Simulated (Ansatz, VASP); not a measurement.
**One calculation of Zn5O, two programs**

Contents of INCAR:

```
SYSTEM = Zn5O
  PREC = Accurate
  ENCUT = 600
  EDIFF = 1E-6
  ISMEAR = 0
  SIGMA = 0.1
  LREAL = .FALSE.
  LASPH = .TRUE.
  NELM = 150
  ALGO = Normal
  ISIF = 3
  LWAVE = .FALSE.
  LCHARG = .FALSE.
  ISPIN = 2
  MAGMOM = 0 0 0 0 0 1
  LORBIT = 11
  GGA = PE
  IBRION = 2
  NSW = 90
  EDIFFG = -0.04
```

Contents of KPOINTS:

```
regular mesh
0
G
  4 4 4
  0 0 0
```

Contents of POSCAR:

```
Zn5O
1.0
    0.0000000000      3.4593232500      3.4593232500
    3.4593232500      0.0000000000      3.4593232500
    3.4593232500      3.4593232500      0.0000000000
Zn O
5 1
Direct
    0.3750000000      0.3750000000      0.8750000000
    0.3750000000      0.8750000000      0.3750000000
    0.8750000000      0.3750000000      0.3750000000
    0.3750000000      0.3750000000      0.3750000000
    0.7500000000      0.7500000000      0.7500000000
    0.0000000000      0.0000000000      0.0000000000
```

Input for Ansatz:

```yaml
crystal:
  lattice:
    - [0.0, 3.45932325, 3.45932325]
    - [3.45932325, 0.0, 3.45932325]
    - [3.45932325, 3.45932325, 0.0]
  atoms:
    - { symbol: Zn, position: [0.375, 0.375, 0.875] }
    - { symbol: Zn, position: [0.375, 0.875, 0.375] }
    - { symbol: Zn, position: [0.875, 0.375, 0.375] }
    - { symbol: Zn, position: [0.375, 0.375, 0.375] }
    - { symbol: Zn, position: [0.75, 0.75, 0.75] }
    - { symbol: O, position: [0.0, 0.0, 0.0], spin: 1.0 }
basis:
  ecutwfc: 420
kpoints:
  mp_grid: { grid: [4, 4, 4] }
hamiltonian:
  xc: pbe
scf:
  occupations: { method: gaussian, width: 0.1 }
  lower_state_search: "off"
output:
  forces: true
  stress: true
  eigenvalues: true
  populations: true
magnetization:
  spin_polarized: true
relax:
  adjacent_minimum: "off"
  f_tol: 0.04
  max_steps: 70
  cell: { stress_tol: 0.4 }
```

Change from the starting cell: species swapped into the Be5Au type (F-43m, No. 216).

Alike in both runs: task relaxation of cell and atoms; functional PBE; k mesh 4 × 4 × 4; occupations gaussian, width 0.1 eV; collinear spin.

|  | VASP | Ansatz |
| --- | --- | --- |
| version | VASP 6.6.1 | Ansatz 0.2.0 |
| potentials or method | VASP PAW PBE potentials, release 64 (Zn, O), cutoff 600 eV | scalar-relativistic, plane waves, PAW |
| valence electrons in the cell | 66 | 66 |

Ansatz gave:

```
gap on the k mesh at the Fermi level, each at its own relaxed structure (eV) : none
net moment per atom (μB)                                                     : 0.24
size of the moment on the site where the two differ most (μB)                : 0.74
relaxed volume (Å³/atom)                                                     : 15.01
relaxed length of the cell vector where the two differ most in proportion (Å)              : 5.031
```

Task: Estimate VASP's values.

Result: gap on the k mesh at the Fermi level, each at its own relaxed structure (eV): none; net moment per atom (μB): 0.00; size of the moment on the site where the two differ most (μB): 0.00; relaxed volume (Å³/atom): 15.06; relaxed length of the cell vector where the two differ most in proportion (Å): 5.037.

The net moments are unlike, so the other rows may belong to different states. Site moments also hang on the region over which each program counts them. A gap of «none» marks a metal or a gap that the smearing closes.

The k mesh is coarse, so the values compare programs but aren't converged.
